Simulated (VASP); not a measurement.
Write the native input for VASP 6.6.1 that does the following.

```yaml
Task: single point
Functional: PBE
Potentials_or_basis: VASP PAW PBE potentials, release 64 (Ca_sv, Zr_sv)
Cutoff: 520 eV
k_mesh: 4 × 4 × 4
Occupations: gaussian, width 0.1 eV
Spin: no spin polarisation
Dipole_correction: no
Further_INCAR_settings: ALGO = Fast; EDIFF = 1e-06; NBANDS = 29
```

The structure of Ca3Zr lies in POSCAR:

```
Ca3Zr
1.0
    5.1298586483      0.0000000000      0.0000000000
    0.0000000000      5.1298586483      0.0000000000
    0.0000000000      0.0000000000      5.1298586483
Ca Zr
3 1
Direct
    0.0000000000      0.5000000000      0.5000000000
    0.5000000000      0.0000000000      0.5000000000
    0.5000000000      0.5000000000      0.0000000000
    0.0000000000      0.0000000000      0.0000000000
```

One way to write it, as run:

INCAR

```
  PREC = Accurate
  ENCUT = 520
  EDIFF = 1E-6
  ISMEAR = 0
  SIGMA = 0.1
  LREAL = False
  LASPH = True
  NELM = 80
  ALGO = Fast
  ISIF = 2
  LWAVE = False
  LCHARG = True
  GGA = PE
  LELF = True
  LVHAR = True
  NBANDS = 29
```

KPOINTS

```
Automatic mesh
0
Gamma
  4 4 4
```

Potentials or basis: VASP PAW PBE potentials, release 64 (Ca_sv, Zr_sv).

The run is started by

```bash
$ cat potpaw_PBE.64/Ca_sv/POTCAR potpaw_PBE.64/Zr_sv/POTCAR > POTCAR
$ mpirun -np 1 vasp_std > vasp.out
```

Results of the run:

```
Pressure               : 0.4 GPa
Band gap on the k mesh : zero (band 21 reaches 3.64 eV, above the bottom of band 22 at 3.23 eV)
```

It took 59 s on 1 thread of Intel(R) Xeon(R) Platinum 8375C CPU @ 2.90GHz (Ice Lake), with other jobs on the host, peak memory 0.25 GiB.
